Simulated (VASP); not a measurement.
Wanted: the native input for a VASP 6.6.1 run.

```
Task                   : single point
Functional             : PBE
Potentials or basis    : VASP PAW PBE potentials, release 64 (Hf_pv)
Cutoff                 : 500 eV
k mesh                 : 4 × 4 × 2
Occupations            : fermi-dirac, width 0.06 eV
Spin                   : no spin polarisation
Dipole correction      : no
Further INCAR settings : ALGO = Normal; EDIFF = 1e-06; NBANDS = 17
```

The structure of Hf lies in POSCAR:

```
Hf
1.0
    3.1967000000      0.0000000000      0.0000000000
   -1.5983500000      2.7684234083      0.0000000000
    0.0000000000      0.0000000000      5.0578000000
Hf
2
Direct
    0.6666666667      0.3333333333      0.7500000000
    0.3333333333      0.6666666667      0.2500000000
```

These files were run (other wordings do the same):

INCAR

```
  ALGO = Normal
  EDIFF = 1E-6
  ENCUT = 500
  GGA = PE
  GGA_COMPAT = False
  ISIF = 2
  ISMEAR = -1
  LASPH = True
  LCHARG = False
  LREAL = False
  LWAVE = False
  NBANDS = 17
  NELM = 120
  PREC = Accurate
  SIGMA = 0.06
```

KPOINTS

```
k-points
0
Gamma
  4 4 2
```

Potentials or basis: VASP PAW PBE potentials, release 64 (Hf_pv).

Launch:

```bash
$ cat potpaw_PBE.64/Hf_pv/POTCAR > POTCAR
$ mpirun -np 1 vasp_std > vasp.out
```

It gave:

The pressure is -0.1 GPa. The band gap on the k mesh is zero (band 10 reaches 6.11 eV, above the bottom of band 11 at 4.79 eV).

Caveat: the k points lie up to 0.62 Å⁻¹ apart; spin-orbit coupling is left out, which moves the levels of the heavy elements.

It took 9.7 s on 1 thread of Intel Xeon 8259CL, with other jobs on the host, peak memory 0.15 GiB.
